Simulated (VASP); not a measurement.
Write the native input for VASP 6.6.1 that does the following.

```yaml
Task: single point
Functional: PBEsol
Potentials_or_basis: VASP PAW PBE potentials, release 64 (Mo_sv)
Cutoff: 520 eV
k_mesh: 12 × 12 × 12
Occupations: fermi-dirac, width 0.05 eV
Spin: non-collinear spin, zero start, spin-orbit coupling
Starting_moments: "[[0.0, 0.0, 0.0]] μB"
Dipole_correction: no
Further_INCAR_settings: ALGO = Normal; EDIFF = 1e-07; NBANDS = 25
```

The structure of Mo lies in POSCAR:

```
Mo
1.0
   -1.6148719360      1.6148719360      1.6148719360
    1.6148719360     -1.6148719360      1.6148719360
    1.6148719360      1.6148719360     -1.6148719360
Mo
1
Direct
    0.0000000000      0.0000000000      0.0000000000
```

These files were run (other wordings do the same):

INCAR

```
SYSTEM = Mo
PREC = Accurate
ENCUT = 520
EDIFF = 1E-7
ISMEAR = -1
SIGMA = 0.05
LREAL = .FALSE.
LASPH = .TRUE.
NELM = 150
ALGO = Normal
ISIF = 2
LWAVE = .FALSE.
LCHARG = .FALSE.
LNONCOLLINEAR = .TRUE.
MAGMOM = 0 0 0
LORBIT = 11
LSORBIT = .TRUE.
GGA_COMPAT = .FALSE.
LORBMOM = .TRUE.
LMAXMIX = 4
GGA = PS
NBANDS = 25
```

KPOINTS

```
Automatic mesh
0
G
  12 12 12
  0 0 0
```

Potentials or basis: VASP PAW PBE potentials, release 64 (Mo_sv).

Command:

```sh
$ cat potpaw_PBE.64/Mo_sv/POTCAR > POTCAR
$ mpirun -np 1 vasp_ncl > vasp.out
```

Results of the run:

| Item | Value |
| --- | --- |
| Pressure | -21.5 GPa |
| Net moment | 0.00 μB per cell |
| Valence electrons inside the program's atomic spheres | Mo 12.35 |

Caveat: the cell stands under tension; the PAW data sets were made with another functional, which shifts forces and pressure a little.

Run time: 2.3 min on 1 thread of AMD EPYC 7R13 (shared host), peak memory 0.19 GiB.
